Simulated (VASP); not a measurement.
# YC3N3: single point with PBE

The system is YC3N3.

```
CELL_PARAMETERS angstrom
0.00000 6.05193 6.05193
6.05193 0.00000 6.05193
6.05193 6.05193 0.00000
ATOMIC_POSITIONS crystal
Y 0.00000 0.00000 0.00000
Y 0.50000 0.50000 0.50000
C 0.79236 0.20764 0.20764
C 0.20764 0.79236 0.20764
C 0.20764 0.20764 0.79236
C 0.20764 0.79236 0.79236
C 0.79236 0.20764 0.79236
C 0.79236 0.79236 0.20764
N 0.69586 0.30414 0.30414
N 0.30414 0.69586 0.30414
N 0.30414 0.30414 0.69586
N 0.30414 0.69586 0.69586
N 0.69586 0.30414 0.69586
N 0.69586 0.69586 0.30414
```

* Program: VASP 6.6.1
* Task: single point
* Functional: PBE
* Potentials or basis: VASP PAW PBE potentials, release 64 (Y_sv, C, N)
* Cutoff: 520 eV
* k mesh: 4 × 4 × 4
* Occupations: gaussian, width 0.02 eV
* Spin: no spin polarisation

```json
{"Pressure": "0.3 GPa", "Largest force": "0.415 eV/Å", "Band gap on the k mesh": "4.25 eV (least direct gap 4.26 eV)"}
```

Forces on the atoms (eV/Å):
```
Y    0.000  0.000  0.000
Y    0.000  0.000  0.000
C   -0.412  0.000  0.000
C    0.000 -0.412  0.000
C    0.000  0.000 -0.412
C    0.412  0.000  0.000
C    0.000  0.412  0.000
C    0.000  0.000  0.412
N    0.415  0.000  0.000
N    0.000  0.415  0.000
N    0.000  0.000  0.415
N   -0.415  0.000  0.000
N    0.000 -0.415  0.000
N    0.000  0.000 -0.415
```

Levels at points of the mesh, in eV from the valence-band top:
```csv
k point,band 34,band 35,band 36,band 37,band 38,band 39,band 40,band 41,band 42,band 43
"(0.00, 0.00, 0.00)",-0.49,-0.49,-0.17,-0.17,-0.17,4.25,4.25,4.25,6.79,6.79
"(0.50, 0.00, 0.00)",-0.57,-0.57,-0.42,-0.27,-0.27,4.78,4.84,4.84,5.33,5.45
"(0.50, 0.50, 0.00)",-0.74,-0.49,-0.07,-0.07,0.00,4.26,4.97,4.97,5.69,5.69
```

It took 6.7 min on 1 thread of AMD EPYC 7R13, on a shared host, peak memory 0.64 GiB.

A k mesh can miss the band edges.
